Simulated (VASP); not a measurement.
# SiO2 (P6_422) in VASP: notebook, part 2 of 2

VASP 6.6.1.

## 4. Single point, r2SCAN (strain +0.015 along x and y, +0.030 along z)

The input, POSCAR:

```
SiO2
1.0
    5.1355729823      0.0000000000      0.0000000000
   -2.5677864911      4.4475366657      0.0000000000
    0.0000000000      0.0000000000      5.7073181498
Si O
3 6
Direct
    0.0000000000      0.5000000000      0.3333333333
    0.5000000000      0.5000000000      0.6666666667
    0.5000000000      0.0000000000      0.0000000000
    0.5834989535      0.7917494768      0.8333333333
    0.7917494768      0.5834989535      0.5000000000
    0.7917494768      0.2082505232      0.1666666667
    0.4165010465      0.2082505232      0.8333333333
    0.2082505232      0.4165010465      0.5000000000
    0.2082505232      0.7917494768      0.1666666667
```

The input, INCAR.step1:

```
PREC = Accurate
ENCUT = 520
ISMEAR = 0
SIGMA = 0.05
LREAL = False
LASPH = True
NELM = 60
NBANDS = 34
GGA = PE
ALGO = Normal
EDIFF = 1E-4
LWAVE = True
LCHARG = False
```

The input, INCAR.step2:

```
PREC = Accurate
ENCUT = 520
EDIFF = 1E-7
ISMEAR = 0
SIGMA = 0.05
LREAL = False
LASPH = True
NELM = 60
ALGO = Normal
ISIF = 2
LWAVE = False
LCHARG = True
METAGGA = R2SCAN
LMIXTAU = True
LELF = True
LVHAR = True
NBANDS = 34
ISTART = 1
```

The input, KPOINTS:

```
regular mesh
0
Gamma
  6 6 4
```

Potentials or basis: VASP PAW PBE potentials, release 64 (Si, O).

The run is started by

```bash
$ cat potpaw_PBE.64/Si/POTCAR potpaw_PBE.64/O/POTCAR > POTCAR
$ cp INCAR.step1 INCAR
$ mpirun -np 1 vasp_std > vasp.out
$ cp INCAR.step2 INCAR
$ mpirun -np 1 vasp_std > vasp.out
```

OUTCAR:

```text
PREC = Accurate
   ENCUT = 520
   EDIFF = 1E-7
   ISMEAR = 0
   LREAL = False
   LASPH = True
   NELM = 60
   ISIF = 2
   METAGGA = R2SCAN
   ISTART = 1

 ion  position               nearest neighbor table
   1  0.000  0.500  0.333-   6 1.64   9 1.64   8 1.64   5 1.64
   2  0.500  0.500  0.667-   4 1.64   7 1.64   5 1.64   8 1.64
   3  0.500  0.000  0.000-   4 1.64   7 1.64   6 1.64   9 1.64
   4  0.583  0.792  0.833-   3 1.64   2 1.64
   5  0.792  0.583  0.500-   1 1.64   2 1.64
   6  0.792  0.208  0.167-   1 1.64   3 1.64
   7  0.417  0.208  0.833-   3 1.64   2 1.64
   8  0.208  0.417  0.500-   1 1.64   2 1.64
   9  0.208  0.792  0.167-   1 1.64   3 1.64

  LATTYP: Found a hexagonal cell.
 ALAT       =     5.1355729823
 C/A-ratio  =     1.1113303558

  Lattice vectors:

 A1 = (   5.1355729823,   0.0000000000,   0.0000000000)
 A2 = (  -2.5677864911,   4.4475366657,   0.0000000000)
 A3 = (   0.0000000000,   0.0000000000,   5.7073181498)

Analysis of symmetry for initial positions (statically):
=====================================================================
 Subroutine PRICEL returns:
 Original cell was already a primitive cell.

 Routine SETGRP: Setting up the symmetry group for a
 hexagonal supercell.

 Subroutine GETGRP returns: Found 12 space group operations
 (whereof  4 operations were pure point group operations)
 out of a pool of 24 trial point group operations.

The static configuration has the point symmetry D_2 .
 The point group associated with its full space group is D_6 .

Analysis of symmetry for dynamics (positions and initial velocities):
=====================================================================
 Subroutine PRICEL returns:
 Original cell was already a primitive cell.

 Routine SETGRP: Setting up the symmetry group for a
 hexagonal supercell.

 Subroutine GETGRP returns: Found 12 space group operations
 (whereof  4 operations were pure point group operations)
 out of a pool of 24 trial point group operations.

The dynamic configuration has the point symmetry D_2 .
 The point group associated with its full space group is D_6 .

 Subroutine INISYM returns: Found 12 space group operations
 (whereof  4 operations are pure point group operations),
 and found     1 'primitive' translations

----------------------------------------------------------------------------------------

                                     Primitive cell

  volume of cell :     130.3589

  direct lattice vectors                    reciprocal lattice vectors
     5.135572982  0.000000000  0.000000000     0.194720239  0.112421783  0.000000000
    -2.567786491  4.447536666  0.000000000     0.000000000  0.224843565  0.000000000
     0.000000000  0.000000000  5.707318150     0.000000000  0.000000000  0.175213642

  length of vectors
     5.135572982  5.135572982  5.707318150     0.224843565  0.224843565  0.175213642

  position of ions in fractional coordinates (direct lattice)
     0.000000000  0.500000000  0.333333333
[... 48 lines left out ...]
            Coordinates               Weight
  0.000000  0.000000  0.000000      1.000000
  0.166667 -0.000000  0.000000      6.000000
  0.333333  0.000000  0.000000      6.000000
  0.500000  0.000000  0.000000      3.000000
  0.166667  0.166667  0.000000      6.000000
  0.333333  0.166667  0.000000     12.000000
[... 13 lines left out ...]
  0.333333  0.166667  0.500000     12.000000
  0.333333  0.333333  0.500000      2.000000
   k-points           NKPTS =     21   k-points in BZ     NKDIM =     21   number of bands    NBANDS=     34
   number of dos      NEDOS =    301   number of ions     NIONS =      9
   total plane-waves  NPLWV =  67200
   dimension x,y,z NGX =    40 NGY =   40 NGZ =   42
   dimension x,y,z NGXF=    80 NGYF=   80 NGZF=   84
   ions per type =               3   6
   NGX,Y,Z   is equivalent  to a cutoff of  12.95, 12.95, 12.23 a.u.
   NGXF,Y,Z  is equivalent  to a cutoff of  25.90, 25.90, 24.47 a.u.
 SYSTEM =  unknown system
   PREC   = accura    normal or accurate (medium, high low for compatibility)
   ISTART =      1    job   : 0-new  1-cont  2-samecut
   ICHARG =      0    charge: 1-file 2-atom 10-const
   ISPIN  =      1    spin polarized calculation?
   LNONCOLLINEAR =      F non collinear calculations
   LSORBIT =      F    spin-orbit coupling
   LASPH  =      T    aspherical Exc in radial PAW
   ENCUT  =  520.0 eV  38.22 Ry    6.18 a.u.   9.55  9.55 10.61*2*pi/ulx,y,z
   NELM   =     60;   NELMIN=  2; NELMDL=  0     # of ELM steps
   EDIFF  = 0.1E-06   stopping-criterion for ELM
   LREAL  =      F    real-space projection
   EDIFFG = 0.1E-05   stopping-criterion for IOM
   NSW    =      0    number of steps for IOM
   IBRION =     -1    ionic relax: 0-MD 1-quasi-New 2-CG
   NFREE  =      0    steps in history (QN), initial steepest desc. (CG)
   ISIF   =      2    stress and relaxation
   ISYM   =      2    0-nonsym 1-usesym 2-fastsym
   POTIM  = 0.5000    time-step for ionic-motion
   TEBEG  =    0.0;   TEEND  =   0.0 temperature during run
   PSTRESS=    0.0 pullay stress
   NELECT =      48.0000    total number of electrons
   NUPDOWN=      -1.0000    fix difference up-down
   EMIN   =  10.00;   EMAX   =-10.00  energy-range for DOS
   EFERMI =   0.00;   METHOD = LEGACY
   ISMEAR =     0;   SIGMA  =   0.05  broadening in eV -4-tet -1-fermi 0-gaus
   EFERMI_NEDOS =   21; number of points for ismear=-14 and -15
   IALGO  =     38    algorithm
   IMIX   =      4    mixing-type and parameters
     AMIX     =   0.40;   BMIX     =  1.00
     AMIX_MAG =   1.60;   BMIX_MAG =  1.00
  volume/ion in A,a.u.               =      14.48        97.74
  Fermi-wavevector in a.u.,A,eV,Ry     =   1.173388  2.217382 18.733045  1.376840
  Thomas-Fermi vector in A             =   2.309802
   LORBIT       =      0    0 simple, 1 ext, 2 COOP (PROOUT), +10 PAW based schemes
   METAGGA = R2SCAN    functional components
   LHFCALC =     F    Hartree Fock is set to
   AEXX    =    0.0000 exact exchange contribution
   IVDW    =     0    specifies the selected vdW correction
   LEPSILON=     F    determine dielectric tensor
   LRPA    =     F    only Hartree local field effects (RPA)
 non-spin polarized calculation
 Gauss-broadening in eV      SIGMA  =   0.05
  energy-cutoff  :      520.00
  volume of cell :      130.36
 maximum number of plane-waves:      3537
 NGX is ok and might be reduce to    40
   NGX = 19   NGY = 19   NGZ = 21

 number of electron      47.9999993 magnetization

 Free energy of the ion-electron system (eV)
  ---------------------------------------------------
  ext. energy  EPLUGINS =         0.00000000
  ---------------------------------------------------
  free energy    TOTEN  =       -89.12091243 eV

  energy without entropy =      -89.12091243  energy(sigma->0) =      -89.12091243

 E-fermi :  -0.0481     XC(G=0):  -8.9462

 val. band max:       -0.3140581665   @ k =   0.0000   0.0000   0.5000
 cond. band min:       5.6130787870   @ k =   0.0000   0.0000   0.0000
 fundamental gap:      5.9271369535
 Fermi energy:        -0.0481389923

 k-point     1 :       0.0000    0.0000    0.0000
  band No.  band energies     occupation
      1     -20.4274      2.00000
      2     -19.1051      2.00000
      3     -19.1051      2.00000
      4     -18.5387      2.00000
      5     -18.5043      2.00000
      6     -18.5043      2.00000
[... 766 lines left out ...]
     33      11.7065      0.00000
     34      11.7078      0.00000

------------------------ aborting loop because EDIFF is reached ----------------------------------------

  FORCE on cell =-STRESS in cart. coord.  units (eV):
  Direction    XX          YY          ZZ          XY          YZ          ZX
  --------------------------------------------------------------------------------------
  -------------------------------------------------------------------------------------
  Total       -7.7397132     -7.7397132     -8.7977727     -0.0000000      0.0000000      0.0000000
  in kB      -95.1250563    -95.1250563   -108.1291520     -0.0000000      0.0000000      0.0000000
  external PRESSURE =     -99.4597549 kB  Pullay stress =       0.0000000 kB

 VOLUME and BASIS-vectors are now :
 -----------------------------------------------------------------------------
  energy-cutoff  :      520.00
  volume of cell :      130.36
      direct lattice vectors                 reciprocal lattice vectors
     5.135572982  0.000000000  0.000000000     0.194720239  0.112421783  0.000000000
    -2.567786491  4.447536666  0.000000000     0.000000000  0.224843565  0.000000000
     0.000000000  0.000000000  5.707318150     0.000000000  0.000000000  0.175213642

 POSITION                                       TOTAL-FORCE (eV/Angst)
 -----------------------------------------------------------------------------------
     -1.28389      2.22377      1.90244        -0.000000     -0.000000     -0.000000
      1.28389      2.22377      3.80488        -0.000000     -0.000000     -0.000000
      2.56779      0.00000      0.00000        -0.000000     -0.000000      0.000000
      0.96356      3.52133      4.75610        -0.370991     -0.214192     -0.000000
      2.56779      2.59513      2.85366        -0.000000     -0.428384      0.000000
      3.53134      0.92620      0.95122        -0.370991      0.214192      0.000000
      1.60423      0.92620      4.75610         0.370991      0.214192     -0.000000
     -0.00000      1.85240      2.85366         0.000000      0.428384     -0.000000
     -0.96356      3.52133      0.95122         0.370991     -0.214192      0.000000
 -----------------------------------------------------------------------------------
    total drift:                               -0.000000      0.000000     -0.000001

  FREE ENERGIE OF THE ION-ELECTRON SYSTEM (eV)
  ---------------------------------------------------
  free  energy   TOTEN  =       -89.1209124267 eV

  energy  without entropy=      -89.1209124267  energy(sigma->0) =      -89.12091243
```

It took 4.3 min on 1 thread of Intel Xeon Platinum 8488C (Sapphire Rapids), shared host; peak memory 0.3 GiB.

Results:

| Item | Value |
| --- | --- |
| Free energy | -89.1209 eV |
| Pressure | -9.9 GPa |
| Largest force | 0.428 eV/Å |
| Band gap on the k mesh | 5.93 eV (least direct gap 6.08 eV) |

Forces on the atoms (eV/Å):
```
Si   0.000  0.000  0.000
Si   0.000  0.000  0.000
Si   0.000  0.000  0.000
O   -0.371 -0.214  0.000
O    0.000 -0.428  0.000
O   -0.371  0.214  0.000
O    0.371  0.214  0.000
O    0.000  0.428  0.000
O    0.371 -0.214  0.000
```

Stress tensor (GPa, compression positive):
```
 -9.51   0.00   0.00
  0.00  -9.51   0.00
  0.00   0.00 -10.81
```

Levels at points of the mesh, in eV from the valence-band top:
```tsv
k point	band 21	band 22	band 23	band 24	band 25	band 26	band 27	band 28
(0.00, 0.00, 0.00)	-0.96	-0.42	-0.42	-0.15	5.93	9.40	9.40	9.72
(0.50, 0.00, 0.00)	-1.08	-0.96	-0.35	-0.01	8.03	8.86	10.03	10.17
(0.00, 0.00, 0.50)	-1.05	-0.32	0.00	0.00	7.76	7.76	8.99	10.28
(0.50, 0.00, 0.50)	-0.87	-0.71	-0.69	-0.30	8.72	9.33	9.59	9.82
```

Caveat: the cell differs from its parent crystal (strain +0.015 along x and y, +0.030 along z); the cell stands under tension; the PAW data sets were made with another functional, which shifts forces and pressure a little. A k mesh can miss the band edges.

## 5. The runs side by side

```csv
cell,gap on the mesh (eV),pressure (GPa),largest force (eV/Å)
"a = 5.136, b = 5.136, c = 5.624 Å, angles 90.0, 90.0, 120.0°, 9 atoms",6.04,-7.7,0.35
"a = 5.211, b = 5.211, c = 5.541 Å, angles 90.0, 90.0, 120.0°, 9 atoms",5.94,-9.9,0.48
"a = 5.136, b = 5.136, c = 5.707 Å, angles 90.0, 90.0, 120.0°, 9 atoms",5.93,-9.9,0.43
```

Alike in all rows: task single point; level r2SCAN; potentials or basis VASP PAW PBE potentials, release 64 (Si, O); no spin polarisation; k mesh 6 × 6 × 4; cutoff (eV) 520; smearing gaussian 0.05 eV.

Caveats: the cell stands under tension; the PAW data sets were made with another functional, which shifts forces and pressure a little.

Total energies depend on the potentials used, so only differences within one code and one set of settings carry meaning.
